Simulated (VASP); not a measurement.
Here is a VASP 6.6.1 calculation.

File INCAR:

```
  PREC = Accurate
  ENCUT = 520
  EDIFF = 1E-6
  ISMEAR = -1
  SIGMA = 0.15
  LREAL = F
  LASPH = T
  NELM = 150
  ALGO = Normal
  ISIF = 2
  LWAVE = F
  LCHARG = F
  MAGMOM = 0 0 0
  LORBIT = 11
  LSORBIT = T
  GGA_COMPAT = F
  LORBMOM = T
  GGA = PE
  NBANDS = 26
```

Contents of KPOINTS:

```
Automatic mesh
0
Gamma
  4 4 4
```

Contents of POSCAR:

```
Bi
1.0
    0.0000000000      2.5146000000      2.5146000000
    2.5146000000      0.0000000000      2.5146000000
    2.5146000000      2.5146000000      0.0000000000
Bi
1
Direct
    0.0000000000      0.0000000000      0.0000000000
```

Potentials or basis: VASP PAW PBE potentials, release 64 (Bi_d).

Command:

```sh
$ cat potpaw_PBE.64/Bi_d/POTCAR > POTCAR
$ mpirun -np 1 vasp_ncl > vasp.out
```

(1) What does it give for the pressure?

(2) Predict the net moment.

Results:

(1) 1.5 GPa.

(2) 0.00 μB per cell.

Caveat: the k points lie up to 0.54 Å⁻¹ apart.
